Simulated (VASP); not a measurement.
# Be24N in VASP: notebook, part 2 of 2

VASP 6.6.1. The steps go on from the part before.

### 4 Single point, PBE

File INCAR:

```
SYSTEM = Be24N
PREC = Accurate
ENCUT = 520
EDIFF = 1E-6
ISMEAR = 0
SIGMA = 0.1
LREAL = Auto
LASPH = .True.
NELM = 80
ALGO = Normal
ISIF = 2
LWAVE = .False.
LCHARG = .True.
LDIPOL = .True.
IDIPOL = 3
DIPOL = 0.5 0.5 0.320
GGA = PE
LELF = .True.
LVHAR = .True.
LVACPOTAV = .True.
NBANDS = 44
```

File KPOINTS:

```
regular mesh
0
Gamma
  6 4 1
  0 0 0
```

File POSCAR:

```
Be24N
1.0
    4.5254381414      0.0000000000      0.0000000000
    0.0000000000      7.1336190818      0.0000000000
    0.0000000000      0.0000000000     19.8685529820
Be N
24 1
Direct
    0.0000000000      0.3750000000      0.2013231665
    0.0000000000      0.8750000000      0.2013231665
    0.5000000000      0.3750000000      0.2013231665
    0.5000000000      0.8750000000      0.2013231665
    0.2500000000      0.1250000000      0.2341987732
    0.2500000000      0.6250000000      0.2341987732
    0.7500000000      0.1250000000      0.2341987732
    0.7500000000      0.6250000000      0.2341987732
    0.2500000000      0.3750000000      0.2999499864
    0.2500000000      0.8750000000      0.2999499864
    0.7500000000      0.3750000000      0.2999499864
    0.7500000000      0.8750000000      0.2999499864
    0.0000000000      0.1250000000      0.3268353587
    0.0000000000      0.6250000000      0.3268353587
    0.5000000000      0.1250000000      0.3268353587
    0.5000000000      0.6250000000      0.3268353587
    0.0000000000      0.3750000000      0.3993099160
    0.0000000000      0.8750000000      0.3993099160
    0.5000000000      0.3750000000      0.3993099160
    0.5000000000      0.8750000000      0.3993099160
    0.2500000000      0.1250000000      0.4211958963
    0.2500000000      0.6250000000      0.4211958963
    0.7500000000      0.1250000000      0.4211958963
    0.7500000000      0.6250000000      0.4211958963
    0.5000000000      0.3125000000      0.4713999944
```

Potentials or basis: VASP PAW PBE potentials, release 64 (Be, N).

Started as:

```sh
cat potpaw_PBE.64/Be/POTCAR potpaw_PBE.64/N/POTCAR > POTCAR
mpirun -np 1 vasp_std > vasp.out
```

OUTCAR:

```text
SYSTEM = Be24N
   PREC = Accurate
   ENCUT = 520
   EDIFF = 1E-6
   ISMEAR = 0
   LREAL = Auto
   LASPH = .True.
   NELM = 80
   ISIF = 2
   GGA = PE

 ion  position               nearest neighbor table
   1  0.000  0.375  0.201-   5 2.21   6 2.21   7 2.21   8 2.21   9 2.26  11 2.26   3 2.26   3 2.26

   2  0.000  0.875  0.201-   5 2.21   6 2.21   7 2.21   8 2.21  10 2.26  12 2.26   4 2.26   4 2.26

   3  0.500  0.375  0.201-   5 2.21   6 2.21   7 2.21   8 2.21   9 2.26  11 2.26   1 2.26   1 2.26
[... 39 lines left out ...]
  23  0.750  0.125  0.421-  25 2.02  18 2.16  19 2.16  20 2.16  17 2.16  15 2.19  13 2.19  21 2.26
                            21 2.26
  24  0.750  0.625  0.421-  17 2.16  18 2.16  19 2.16  20 2.16  14 2.19  16 2.19  22 2.26  22 2.26

  25  0.500  0.312  0.471-  19 1.50  21 2.02  23 2.02

  LATTYP: Found a simple orthorhombic cell.
 ALAT       =     4.5254381414
 B/A-ratio  =     1.5763377730
 C/A-ratio  =     4.3904153280

  Lattice vectors:

 A1 = (   4.5254381414,   0.0000000000,   0.0000000000)
 A2 = (   0.0000000000,   7.1336190818,   0.0000000000)
 A3 = (   0.0000000000,   0.0000000000,  19.8685529820)

Analysis of symmetry for initial positions (statically):
=====================================================================
 Subroutine PRICEL returns:
 Original cell was already a primitive cell.

 Routine SETGRP: Setting up the symmetry group for a
 simple orthorhombic supercell.

 Subroutine GETGRP returns: Found  2 space group operations
 (whereof  2 operations were pure point group operations)
 out of a pool of  8 trial point group operations.

The static configuration has the point symmetry C_1h.

Analysis of symmetry for dynamics (positions and initial velocities):
=====================================================================
 Subroutine PRICEL returns:
 Original cell was already a primitive cell.

 Routine SETGRP: Setting up the symmetry group for a
 simple orthorhombic supercell.

 Subroutine GETGRP returns: Found  2 space group operations
[... 167 lines left out ...]
 non-spin polarized calculation
 Gauss-broadening in eV      SIGMA  =   0.10
  energy-cutoff  :      520.00
  volume of cell :      641.41
 maximum number of plane-waves:     17327
 NGX is ok and might be reduce to    36
   NGX = 17   NGY = 27   NGZ = 73

 dipolmoment           0.000000      0.000000     -0.088545 electrons x Angstroem

 number of electron      53.0000002 magnetization

 dipolmoment           0.000000      0.000000      0.229533 electrons x Angstroem

 Free energy of the ion-electron system (eV)
  ---------------------------------------------------
  ext. energy  EPLUGINS =         0.00000000
  ---------------------------------------------------
  free energy    TOTEN  =       -89.88432603 eV

  energy without entropy =      -89.86577748  energy(sigma->0) =      -89.87505176

 E-fermi :  -1.3808     XC(G=0):  -4.2169

 val. band max:       -1.4798607740   @ k =   0.0000   0.0000   0.0000
 cond. band min:      -1.3724250481   @ k =   0.5000   0.0000   0.0000
 fundamental gap:      0.1074357260
 Fermi energy:        -1.3807530704

 k-point     1 :       0.0000    0.0000    0.0000
  band No.  band energies     occupation
      1     -15.3784      2.00000
      2     -11.7981      2.00000
      3      -9.7844      2.00000
      4      -9.6607      2.00000
      5      -9.5848      2.00000
      6      -7.7677      2.00000
[... 481 lines left out ...]
     37       2.9199      0.00000
     38       3.0573      0.00000
 [bands above 38 left out]

------------------------ aborting loop because EDIFF is reached ----------------------------------------

  FORCE on cell =-STRESS in cart. coord.  units (eV):
  Direction    XX          YY          ZZ          XY          YZ          ZX
  --------------------------------------------------------------------------------------
  -------------------------------------------------------------------------------------
  Total       -3.1416183     -4.7177544      1.9552923      0.0000000     -0.6410143      0.0000000
  in kB       -7.8474257    -11.7844447      4.8841106      0.0000000     -1.6011851      0.0000000
  external PRESSURE =      -4.9159199 kB  Pullay stress =       0.0000000 kB

 VOLUME and BASIS-vectors are now :
 -----------------------------------------------------------------------------
  energy-cutoff  :      520.00
  volume of cell :      641.41
      direct lattice vectors                 reciprocal lattice vectors
     4.525438141  0.000000000  0.000000000     0.220973079  0.000000000  0.000000000
     0.000000000  7.133619082  0.000000000     0.000000000  0.140181300  0.000000000
     0.000000000  0.000000000 19.868552982     0.000000000  0.000000000  0.050330792

 POSITION                                       TOTAL-FORCE (eV/Angst)
 -----------------------------------------------------------------------------------
      0.00000      2.67511      4.00000         0.000000      0.027110      0.493869
      0.00000      6.24192      4.00000         0.000000      0.003258      0.469634
      2.26272      2.67511      4.00000         0.000000      0.008128      0.505930
      2.26272      6.24192      4.00000         0.000000     -0.056248      0.443860
      1.13136      0.89170      4.65319         0.042566      0.091472     -0.781980
      1.13136      4.45851      4.65319         0.074555     -0.117378     -0.701847
[... 17 lines left out ...]
      3.39408      4.45851      8.36855         0.065110      0.324359      0.192423
      2.26272      2.22926      9.36604         0.000000     -1.646649      0.036570
 -----------------------------------------------------------------------------------
    total drift:                                0.000000     -0.000187      0.001837

  FREE ENERGIE OF THE ION-ELECTRON SYSTEM (eV)
  ---------------------------------------------------
  free  energy   TOTEN  =       -89.8843260343 eV

  energy  without entropy=      -89.8657774811  energy(sigma->0) =      -89.87505176

 vacuum level on the upper side and lower side of the slab         4.291         3.004
```

OSZICAR:

```text
N       E                     dE             d eps       ncg     rms          rms(c)
DAV:   1     0.235242289051E+03    0.23524E+03   -0.17583E+04  1056   0.883E+02
DAV:   2    -0.682050720238E+02   -0.30345E+03   -0.28903E+03  1436   0.186E+02
DAV:   3    -0.957103644252E+02   -0.27505E+02   -0.26018E+02  1332   0.509E+01
[... 17 lines left out ...]
DAV:  21    -0.898842863983E+02   -0.12779E-03   -0.11506E-05  1132   0.659E-03    0.185E-03
DAV:  22    -0.898843083580E+02   -0.21960E-04   -0.13110E-06  1144   0.291E-03    0.923E-04
DAV:  23    -0.898843201537E+02   -0.11796E-04   -0.63232E-07   936   0.197E-03    0.558E-04
DAV:  24    -0.898843236919E+02   -0.35382E-05   -0.26202E-07  1040   0.116E-03    0.287E-04
DAV:  25    -0.898843256758E+02   -0.19840E-05   -0.13323E-07   992   0.804E-04    0.139E-04
DAV:  26    -0.898843260343E+02   -0.35851E-06   -0.18920E-08   920   0.377E-04
   1 F= -.89884326E+02 E0= -.89875052E+02  d E =-.185486E-01
```

stdout:

```text
POSCAR found type information on POSCAR BeN
 POSCAR found :  2 types and      25 ions
 scaLAPACK will be used
 LDA part: xc-table for (Slater+PW92), standard interpolation
 POSCAR, INCAR and KPOINTS ok, starting setup
 FFT: planning ... GRIDC
 FFT: planning ... GRID_SOFT
 FFT: planning ... GRID
 WAVECAR not read
 entering main loop
 -----------------------------------------------------------------------------
|                                                                             |
|           W    W    AA    RRRRR   N    N  II  N    N   GGGG   !!!           |
|           W    W   A  A   R    R  NN   N  II  NN   N  G    G  !!!           |
|           W    W  A    A  R    R  N N  N  II  N N  N  G       !!!           |
|           W WW W  AAAAAA  RRRRR   N  N N  II  N  N N  G  GGG   !            |
|           WW  WW  A    A  R   R   N   NN  II  N   NN  G    G                |
|           W    W  A    A  R    R  N    N  II  N    N   GGGG   !!!           |
|                                                                             |
|     Did not find any points to average over, which means that no vacuum     |
|     field-free region was found. Please increase the size of  your cell     |
|     in the dimension of the dipole correction to obtain accurate            |
|     workfunction values.                                                    |
|                                                                             |
 -----------------------------------------------------------------------------
```

Wall time 20 min (1 thread of Oxide Virtual Turin-like, shared host); peak memory 0.66 GiB.

Results:

| Item | Value |
| --- | --- |
| Free energy | -89.8843 eV |
| Largest force | 2.053 eV/Å |
| Band gap on the k mesh | zero (an odd number of electrons rules out a gap without spin polarisation) |

Forces on the atoms (eV/Å):
```
Be   0.000  0.027  0.494
Be   0.000  0.003  0.470
Be   0.000  0.008  0.506
Be   0.000 -0.056  0.444
Be   0.043  0.091 -0.782
Be   0.075 -0.117 -0.702
Be  -0.043  0.091 -0.782
Be  -0.075 -0.117 -0.702
Be   0.010 -0.147  0.009
Be  -0.043 -0.050  0.143
Be  -0.010 -0.147  0.009
Be   0.043 -0.050  0.143
Be   0.000  0.330  0.321
Be   0.000 -0.132  0.158
Be   0.000 -0.219 -0.284
Be   0.000  0.069  0.307
Be   0.000 -0.050 -0.050
Be   0.000 -0.004  0.035
Be   0.000  0.660 -1.944
Be   0.000 -0.319 -0.201
Be   0.804  0.563  0.993
Be  -0.065  0.324  0.192
Be  -0.804  0.563  0.993
Be   0.065  0.324  0.192
N    0.000 -1.647  0.037
```

Levels at points of the mesh, in eV from the Fermi level:
```csv
k point,band 22,band 23,band 24,band 25,band 26,band 27,band 28,band 29,band 30,band 31
"(0.00, 0.00, 0.00)",-2.35,-1.76,-1.32,-1.18,-0.61,-0.10,0.58,0.66,1.00,1.53
"(0.50, 0.00, 0.00)",-1.35,-1.11,-0.89,0.01,0.27,0.64,0.94,1.24,1.25,1.32
"(0.00, 0.50, 0.00)",-2.01,-1.52,-1.26,-1.18,-0.92,-0.52,0.19,0.32,0.75,1.54
"(0.50, 0.50, 0.00)",-1.46,-1.31,-0.99,-0.59,-0.39,0.14,0.29,0.31,1.23,1.48
```

### 5 Overview

| cell | gap on the mesh (eV) | largest force (eV/Å) |
| --- | --- | --- |
| as given, atomic positions A | none | 1.04 |
| as given, atomic positions B | none | 1.19 |
| as given, atomic positions C | none | 2.05 |

Alike in all rows: task single point; level PBE; potentials or basis VASP PAW PBE potentials, release 64 (Be, N); no spin polarisation; k mesh 6 × 4 × 1; cutoff (eV) 520; smearing gaussian 0.1 eV.

Total energies depend on the potentials used, so only differences within one code and one set of settings carry meaning.

The gap in the log of VASP goes by the Fermi energy; the results here count the filled bands.